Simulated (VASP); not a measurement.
Ni: relaxation of cell and atoms with PBE

The system is Ni.

```
Ni
1.0
     2.40569    0.00000    0.00000
    -1.20285    2.08339    0.00000
     0.00000    0.00000    2.26135
Ni
1
Cartesian
  0.0000 0.0000 0.0000
```

- Program: VASP 6.6.1
- Task: relaxation of cell and atoms
- Functional: PBE
- Potentials or basis: VASP PAW PBE potentials, release 64 (Ni)
- Cutoff: 600 eV
- k mesh: 18 × 18 × 17
- Occupations: fermi-dirac, width 0.1 eV
- Spin: collinear spin, ferromagnetic start
- Starting moments: [1.0] μB
- Dipole correction: no
- Further INCAR settings: ALGO = Normal; EDIFF = 1e-07; IBRION = 2; EDIFFG = -0.005; NSW = 60; ISIF = 3

* Relaxed volume: 11.83 Å³/atom
* Relaxed cell: a = 2.412 Å, b = 2.412 Å, c = 2.348 Å, α = 90.00°, β = 90.00°, γ = 120.00°
* Space group after relaxing (to 0.05 Å): P6/mmm (No. 191)
* Energy gained by relaxing: 21.8 meV/atom
* Ionic steps: 8
* Pressure after relaxing: 0.0 GPa
* Net moment: 0.47 μB per cell
* Site moments: Ni +0.48 μB
* Valence electrons inside the program's atomic spheres: Ni 9.28

The path:
```tsv
step	energy change (eV)	largest force (eV/Å)	pressure (GPa)	volume (Å³)
1	0.0000	0.0000	7.29	11.33
2	-0.0162	0.0000	-3.89	12.19
3	-0.0215	0.0000	-0.64	11.88
4	-0.0215	0.0000	-0.79	11.89
5	-0.0217	0.0000	0.26	11.82
6	-0.0218	0.0000	-0.08	11.84
7	-0.0218	0.0000	-0.09	11.84
8	-0.0218	0.0000	0.01	11.83
```

Final structure:
```yaml
crystal:
  lattice:
    - [2.41238, 0.00000, 0.00000]
    - [-1.20619, 2.08918, 0.00000]
    - [0.00000, 0.00000, 2.34827]
  atoms:
    - { symbol: Ni, position: [0.00000, 0.00000, 0.00000] }
```

Levels at points of the mesh, in eV from the Fermi level:
Spin up:
```tsv
k point	band 2	band 3	band 4	band 5	band 6	band 7	band 8	band 9
(0.00, 0.00, 0.00)	-3.58	-2.07	-2.07	-0.27	-0.27	18.54	23.59	23.70
(0.50, 0.00, 0.00)	-3.02	-1.39	-0.49	-0.13	-0.07	5.36	17.10	22.57
```
Spin down:
| k point | band 2 | band 3 | band 4 | band 5 | band 6 | band 7 | band 8 | band 9 |
| --- | --- | --- | --- | --- | --- | --- | --- | --- |
| (0.00, 0.00, 0.00) | -3.16 | -1.56 | -1.56 | 0.27 | 0.27 | 18.58 | 23.60 | 23.68 |
| (0.50, 0.00, 0.00) | -2.59 | -0.89 | -0.10 | 0.04 | 0.45 | 5.65 | 17.14 | 22.66 |

It took 6.2 min on 1 thread of Oxide Virtual Turin-like Processor, with other jobs on the host, peak memory 0.18 GiB.
